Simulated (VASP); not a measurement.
# ZnO (P6_3mc) in VASP: notebook, part 2 of 3

VASP 6.6.1. The steps go on from the part before.

## (3) Relaxation of shape and atoms at fixed volume, PBE (volume scaled by 0.91)

INCAR

```
SYSTEM = ZnO
ALGO = Normal ; EDIFF = 1E-6
EDIFFG = -0.01 ; ENCUT = 600
GGA = PE ; IBRION = 2
ISIF = 4 ; ISMEAR = 0
LASPH = .TRUE. ; LCHARG = .FALSE.
LREAL = .FALSE. ; LWAVE = .FALSE.
NELM = 80 ; NSW = 50
PREC = Accurate ; SIGMA = 0.02
```

KPOINTS

```
k-points
0
G
  12 12 6
  0 0 0
```

POSCAR

```
ZnO
1.0
    3.1780028798      0.0000000000      0.0000000000
   -1.5890014399      2.7522312272      0.0000000000
    0.0000000000      0.0000000000      5.1295025659
Zn O
2 2
Direct
    0.3333333333      0.6666666667      0.4999697863
    0.6666666667      0.3333333333     -0.0000302137
    0.6666666667      0.3333333333      0.3790402137
    0.3333333333      0.6666666667      0.8790402137
```

Potentials or basis: VASP PAW PBE potentials, release 64 (Zn, O).

Launch:

```console
> cat potpaw_PBE.64/Zn/POTCAR potpaw_PBE.64/O/POTCAR > POTCAR
> mpirun -np 1 vasp_std > vasp.out
```

OUTCAR:

```text
SYSTEM = ZnO
   EDIFF = 1E-6
   EDIFFG = -0.01
   ENCUT = 600
   GGA = PE
   IBRION = 2
   ISIF = 4
   ISMEAR = 0
   LASPH = .TRUE.
   LREAL = .FALSE.
   NELM = 80
   NSW = 50
   PREC = Accurate

 ion  position               nearest neighbor table
   1  0.333  0.667  0.500-   3 1.94   3 1.94   3 1.94   4 1.94
   2  0.667  0.333  1.000-   4 1.94   4 1.94   4 1.94   3 1.94
   3  0.667  0.333  0.379-   1 1.94   1 1.94   1 1.94   2 1.94
   4  0.333  0.667  0.879-   2 1.94   2 1.94   2 1.94   1 1.94

  LATTYP: Found a hexagonal cell.
 ALAT       =     3.1780028798
 C/A-ratio  =     1.6140647948

  Lattice vectors:

 A1 = (   3.1780028798,   0.0000000000,   0.0000000000)
 A2 = (  -1.5890014399,   2.7522312272,   0.0000000000)
 A3 = (   0.0000000000,   0.0000000000,   5.1295025659)

Analysis of symmetry for initial positions (statically):
=====================================================================
 Subroutine PRICEL returns:
 Original cell was already a primitive cell.

 Routine SETGRP: Setting up the symmetry group for a
 hexagonal supercell.

 Subroutine GETGRP returns: Found 12 space group operations
 (whereof  6 operations were pure point group operations)
 out of a pool of 24 trial point group operations.

The static configuration has the point symmetry C_3v.
 The point group associated with its full space group is C_6v.

Analysis of symmetry for dynamics (positions and initial velocities):
=====================================================================
 Subroutine PRICEL returns:
 Original cell was already a primitive cell.

 Routine SETGRP: Setting up the symmetry group for a
 hexagonal supercell.

 Subroutine GETGRP returns: Found 12 space group operations
 (whereof  6 operations were pure point group operations)
 out of a pool of 24 trial point group operations.

The dynamic configuration has the point symmetry C_3v.
 The point group associated with its full space group is C_6v.

 Subroutine INISYM returns: Found 12 space group operations
 (whereof  6 operations are pure point group operations),
 and found     1 'primitive' translations

----------------------------------------------------------------------------------------

                                     Primitive cell

  volume of cell :      44.8657

  direct lattice vectors                    reciprocal lattice vectors
     3.178002880  0.000000000  0.000000000     0.314663025  0.181670782  0.000000000
    -1.589001440  2.752231227  0.000000000     0.000000000  0.363341565  0.000000000
     0.000000000  0.000000000  5.129502566     0.000000000  0.000000000  0.194950677

  length of vectors
     3.178002880  3.178002880  5.129502566     0.363341565  0.363341565  0.194950677

  position of ions in fractional coordinates (direct lattice)
     0.333333333  0.666666667  0.499969786
     0.666666667  0.333333333  0.999969786
     0.666666667  0.333333333  0.379040214
     0.333333333  0.666666667  0.879040214

  ion indices of the primitive-cell ions
   primitive index   ion index
                 1           1
                 2           2
                 3           3
                 4           4

----------------------------------------------------------------------------------------

 KPOINTS: k-points

Automatic generation of k-mesh.
 Grid dimensions read from file:
 generate k-points for:   12   12    6

 Generating k-lattice:

  Cartesian coordinates                     Fractional coordinates (reciprocal lattice)
     0.026221919  0.015139232  0.000000000     0.083333333 -0.000000000  0.000000000
     0.000000000  0.030278464  0.000000000     0.000000000  0.083333333  0.000000000
     0.000000000  0.000000000  0.032491780     0.000000000  0.000000000  0.166666667

  Length of vectors
     0.030278464  0.030278464  0.032491780

  Shift w.r.t. Gamma in fractional coordinates (k-lattice)
     0.000000000  0.000000000  0.000000000

 Subroutine IBZKPT returns following result:
 ===========================================

 Found     76 irreducible k-points:

 Following reciprocal coordinates:
            Coordinates               Weight
  0.000000  0.000000  0.000000      1.000000
  0.083333  0.000000  0.000000      6.000000
  0.166667  0.000000  0.000000      6.000000
  0.250000  0.000000  0.000000      6.000000
  0.333333  0.000000  0.000000      6.000000
  0.416667  0.000000  0.000000      6.000000
[... 16 lines left out ...]
  0.250000  0.000000  0.166667     12.000000
  0.333333  0.000000  0.166667     12.000000
 [... further k-points ...]
   k-points           NKPTS =     76   k-points in BZ     NKDIM =     76   number of bands    NBANDS=     22
   number of dos      NEDOS =    301   number of ions     NIONS =      4
   total plane-waves  NPLWV =  32928
   dimension x,y,z NGX =    28 NGY =   28 NGZ =   42
   dimension x,y,z NGXF=    56 NGYF=   56 NGZF=   84
   ions per type =               2   2
   NGX,Y,Z   is equivalent  to a cutoff of  14.65, 14.65, 13.61 a.u.
   NGXF,Y,Z  is equivalent  to a cutoff of  29.29, 29.29, 27.22 a.u.
 SYSTEM =  ZnO
   PREC   = accura    normal or accurate (medium, high low for compatibility)
   ISTART =      0    job   : 0-new  1-cont  2-samecut
   ICHARG =      2    charge: 1-file 2-atom 10-const
   ISPIN  =      1    spin polarized calculation?
   LNONCOLLINEAR =      F non collinear calculations
   LSORBIT =      F    spin-orbit coupling
   LASPH  =      T    aspherical Exc in radial PAW
   ENCUT  =  600.0 eV  44.10 Ry    6.64 a.u.   6.35  6.35 10.24*2*pi/ulx,y,z
   NELM   =     80;   NELMIN=  2; NELMDL= -5     # of ELM steps
   EDIFF  = 0.1E-05   stopping-criterion for ELM
   LREAL  =      F    real-space projection
   EDIFFG = -.1E-01   stopping-criterion for IOM
   NSW    =     50    number of steps for IOM
   IBRION =      2    ionic relax: 0-MD 1-quasi-New 2-CG
   NFREE  =      1    steps in history (QN), initial steepest desc. (CG)
   ISIF   =      4    stress and relaxation
   ISYM   =      2    0-nonsym 1-usesym 2-fastsym
   POTIM  = 0.5000    time-step for ionic-motion
   TEBEG  =    0.0;   TEEND  =   0.0 temperature during run
   PSTRESS=    0.0 pullay stress
   NELECT =      36.0000    total number of electrons
   NUPDOWN=      -1.0000    fix difference up-down
   EMIN   =  10.00;   EMAX   =-10.00  energy-range for DOS
   EFERMI =   0.00;   METHOD = LEGACY
   ISMEAR =     0;   SIGMA  =   0.02  broadening in eV -4-tet -1-fermi 0-gaus
   EFERMI_NEDOS =   21; number of points for ismear=-14 and -15
   IALGO  =     38    algorithm
   IMIX   =      4    mixing-type and parameters
     AMIX     =   0.40;   BMIX     =  1.00
     AMIX_MAG =   1.60;   BMIX_MAG =  1.00
  volume/ion in A,a.u.               =      11.22        75.69
  Fermi-wavevector in a.u.,A,eV,Ry     =   1.521263  2.874769 31.487144  2.314240
  Thomas-Fermi vector in A             =   2.630001
   LORBIT       =      0    0 simple, 1 ext, 2 COOP (PROOUT), +10 PAW based schemes
   GGA     = PE    functional components
   LHFCALC =     F    Hartree Fock is set to
   AEXX    =    0.0000 exact exchange contribution
   IVDW    =     0    specifies the selected vdW correction
   LEPSILON=     F    determine dielectric tensor
   LRPA    =     F    only Hartree local field effects (RPA)
 conjugate gradient relaxation of ions
 non-spin polarized calculation
 Gauss-broadening in eV      SIGMA  =   0.02
  energy-cutoff  :      600.00
  volume of cell :       44.87
 maximum number of plane-waves:      1520
 NGX is ok and might be reduce to    28
   NGX = 13   NGY = 13   NGZ = 21

 number of electron      35.9999993 magnetization

 Free energy of the ion-electron system (eV)
  ---------------------------------------------------
  ext. energy  EPLUGINS =         0.00000000
  ---------------------------------------------------
  free energy    TOTEN  =       -17.63971654 eV

  energy without entropy =      -17.63971654  energy(sigma->0) =      -17.63971654

 E-fermi :   1.8889     XC(G=0): -11.2314

 val. band max:        1.7669484045   @ k =   0.0000   0.0000   0.0000
 cond. band min:       2.6323429573   @ k =   0.0000   0.0000   0.0000
 fundamental gap:      0.8653945528
 Fermi energy:         1.8888543248

 k-point     1 :       0.0000    0.0000    0.0000
  band No.  band energies     occupation
      1     -16.8315      2.00000
      2     -16.0178      2.00000
      3      -4.3661      2.00000
      4      -4.2466      2.00000
      5      -4.2466      2.00000
      6      -4.1949      2.00000
[... 574 lines left out ...]
      6      -3.8529      2.00000
[... 14 lines left out ...]
     21      10.3045      0.00000
     22      10.8892      0.00000

 [... further k-points ...]
[... 5 lines left out ...]
  --------------------------------------------------------------------------------------
  -------------------------------------------------------------------------------------
  Total        4.5517699      4.5517699      4.5164064      0.0000000      0.0000000      0.0000000
  in kB      162.5460529    162.5460529    161.2832034      0.0000000      0.0000000      0.0000000
  external PRESSURE =     162.1251031 kB  Pullay stress =       0.0000000 kB

 VOLUME and BASIS-vectors are now :
 -----------------------------------------------------------------------------
  energy-cutoff  :      600.00
  volume of cell :       44.87
      direct lattice vectors                 reciprocal lattice vectors
     3.178002880  0.000000000  0.000000000     0.314663025  0.181670782  0.000000000
    -1.589001440  2.752231227  0.000000000     0.000000000  0.363341565  0.000000000
     0.000000000  0.000000000  5.129502566     0.000000000  0.000000000  0.194950677

 POSITION                                       TOTAL-FORCE (eV/Angst)
 -----------------------------------------------------------------------------------
     -0.00000      1.83482      2.56460        -0.000000     -0.000000      0.006327
      1.58900      0.91741      5.12935         0.000000     -0.000000      0.006327
      1.58900      0.91741      1.94429        -0.000000      0.000000     -0.006327
     -0.00000      1.83482      4.50904         0.000000     -0.000000     -0.006327
 -----------------------------------------------------------------------------------
    total drift:                               -0.000000     -0.000000     -0.001044

  FREE ENERGIE OF THE ION-ELECTRON SYSTEM (eV)
  ---------------------------------------------------
  free  energy   TOTEN  =       -17.6397165377 eV

  energy  without entropy=      -17.6397165377  energy(sigma->0) =      -17.63971654

 reached required accuracy - stopping structural energy minimisation
```

CONTCAR:

```text
ZnO
   1.00000000000000
     3.1780028798000002    0.0000000000000000    0.0000000000000000
    -1.5890014399000001    2.7522312271999998    0.0000000000000000
     0.0000000000000000    0.0000000000000000    5.1295025659000002
  Zn              O
     2     2
Direct
     0.3333333332999970    0.6666666667000030    0.4999697862999994
     0.6666666667000030    0.3333333332999970    0.9999697862999994
     0.6666666667000030    0.3333333332999970    0.3790402137000015
     0.3333333332999970    0.6666666667000030    0.8790402137000015

  0.00000000E+00  0.00000000E+00  0.00000000E+00
  0.00000000E+00  0.00000000E+00  0.00000000E+00
  0.00000000E+00  0.00000000E+00  0.00000000E+00
  0.00000000E+00  0.00000000E+00  0.00000000E+00
```

Run time: 74 s. Hardware: 1 thread of Intel Xeon Platinum 8488C (Sapphire Rapids), shared host; peak memory 0.21 GiB.

Results:

| Item | Value |
| --- | --- |
| Free energy | -17.6397 eV |
| Pressure after relaxing | 16.2 GPa |
| Largest force after relaxing | 0.006 eV/Å |
| Band gap on the k mesh | 0.87 eV, direct |

Forces in eV/Å, atoms in the order of the input:
```
Zn   0.000  0.000  0.006
Zn   0.000  0.000  0.006
O    0.000  0.000 -0.006
O    0.000  0.000 -0.006
```

Final structure:
```yaml
crystal:
  lattice:
    - [3.17800, 0.00000, 0.00000]
    - [-1.58900, 2.75223, 0.00000]
    - [0.00000, 0.00000, 5.12950]
  atoms:
    - { symbol: Zn, position: [0.33333, 0.66667, 0.49997] }
    - { symbol: Zn, position: [0.66667, 0.33333, 0.99997] }
    - { symbol: O, position: [0.66667, 0.33333, 0.37904] }
    - { symbol: O, position: [0.33333, 0.66667, 0.87904] }
```

Caveat: the relaxation stopped at its first step, so nothing moved.

[end of part 2 of 3]
